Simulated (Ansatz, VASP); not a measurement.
**One calculation of MgF2, two programs**

```
CELL_PARAMETERS angstrom
4.62592 0.00000 0.00000
0.00000 4.62592 0.00000
0.00000 0.00000 3.04935
ATOMIC_POSITIONS crystal
Mg 0.00000 0.00000 0.00000
Mg 0.50000 0.50000 0.50000
F 0.30294 0.30294 0.00000
F 0.19706 0.80294 0.50000
F 0.69706 0.69706 0.00000
F 0.80294 0.19706 0.50000
```

Alike in both runs: task single point; functional HSE06; k mesh 4 × 4 × 6; occupations fermi-dirac, width 0.02 eV; no spin polarisation.

|  | VASP | Ansatz |
| --- | --- | --- |
| version | VASP 6.6.1 | Ansatz 0.2.0 |
| potentials or method | VASP PAW PBE potentials, release 64 (Mg, F), cutoff 520 eV | PAW plane waves |
| valence electrons in the cell | 32 | 48 |

Ansatz gave:

```
gap on the k mesh at the Fermi level (eV)                     : 9.45
pressure (GPa)                                                : 0.9
traceless stress, the component that is largest in VASP (GPa) : -0.08
rms of the force components (eV/Å)                            : 0.012
```

Task: What did VASP give for the same quantities?

Result: gap on the k mesh at the Fermi level (eV): 9.39; pressure (GPa): 0.4; traceless stress, the component that is largest in VASP (GPa): -0.09; rms of the force components (eV/Å): 0.010.

Atom by atom the forces differ by 0.002 eV/Å (rms over components). The functional is the same, so the differences come from potentials, cutoffs and numerics. VASP's potentials hold 32 valence electrons a cell and Ansatz's 48, so a difference there can come from the potentials and not from the codes. Ansatz's warnings: stress exchange threshold loose, stress scf threshold loose.
